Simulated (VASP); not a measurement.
Write the native input for VASP 6.6.1 that does the following.

```
Task                   : single point
Functional             : r2SCAN
Potentials or basis    : VASP PAW PBE potentials, release 64 (In_d, P)
Cutoff                 : 520 eV
k mesh                 : 8 × 8 × 8
Occupations            : gaussian, width 0.05 eV
Spin                   : no spin polarisation
Dipole correction      : no
Further INCAR settings : ALGO = Normal; EDIFF = 1e-07; NBANDS = 16
```

Crystal: InP.

```
In P
1.0
     0.00000    2.88654    3.01842
     2.88654    0.00000    3.01842
     2.88654    2.88654    0.00000
In P
1 1
Cartesian
  0.0000 0.0000 0.0000
  4.3298 4.3298 4.5276
```

This cell differs from its parent crystal: strain -0.015 along x and y, +0.030 along z.

The input as run:

POSCAR

```
InP
1.0
    0.0000000000      2.8865425000      3.0184150000
    2.8865425000      0.0000000000      3.0184150000
    2.8865425000      2.8865425000      0.0000000000
In P
1 1
Direct
    0.0000000000      0.0000000000      0.0000000000
    0.7500000000      0.7500000000      0.7500000000
```

INCAR.step1

```
SYSTEM = InP
ALGO     = Normal         ! electronic algorithm
EDIFF    = 1E-4           ! SCF threshold, eV
ENCUT    = 520            ! plane-wave cutoff, eV
GGA      = PE             ! functional
ISMEAR   = 0              ! smearing method
LASPH    = .TRUE.         ! aspherical terms in the spheres
LCHARG   = .FALSE.        ! write CHGCAR
LREAL    = .FALSE.        ! projectors in reciprocal space
LWAVE    = .TRUE.         ! write WAVECAR
NBANDS   = 16             ! bands
NELM     = 80             ! most SCF steps
PREC     = Accurate       ! precision mode
SIGMA    = 0.05           ! smearing width, eV
```

INCAR.step2

```
SYSTEM = InP
ALGO     = Normal         ! electronic algorithm
EDIFF    = 1E-7           ! SCF threshold, eV
ENCUT    = 520            ! plane-wave cutoff, eV
ISIF     = 2              ! what is computed and relaxed
ISMEAR   = 0              ! smearing method
ISTART   = 1            
LASPH    = .TRUE.         ! aspherical terms in the spheres
LCHARG   = .FALSE.        ! write CHGCAR
LMIXTAU  = .TRUE.       
LREAL    = .FALSE.        ! projectors in reciprocal space
LWAVE    = .FALSE.        ! write WAVECAR
METAGGA  = R2SCAN         ! meta-GGA
NBANDS   = 16             ! bands
NELM     = 80             ! most SCF steps
PREC     = Accurate       ! precision mode
SIGMA    = 0.05           ! smearing width, eV
```

KPOINTS

```
k-points
0
G
  8 8 8
  0 0 0
```

Potentials or basis: VASP PAW PBE potentials, release 64 (In_d, P).

Run with:

```bash
$ cat potpaw_PBE.64/In_d/POTCAR potpaw_PBE.64/P/POTCAR > POTCAR
$ cp INCAR.step1 INCAR
$ mpirun -np 1 vasp_std > vasp.out
$ cp INCAR.step2 INCAR
$ mpirun -np 1 vasp_std > vasp.out
```

It gave:

| Quantity | Value |
| --- | --- |
| Pressure | 1.6 GPa |
| Band gap on the k mesh | 1.08 eV, direct |

Caveat: the cell differs from its parent crystal (strain -0.015 along x and y, +0.030 along z); the PAW data sets were made with another functional, which shifts forces and pressure a little; spin-orbit coupling is left out, which moves the levels of the heavy elements.

It took 66 s on 1 thread of Intel(R) Xeon(R) 6975P-C (Granite Rapids), on a shared host, peak memory 0.2 GiB.
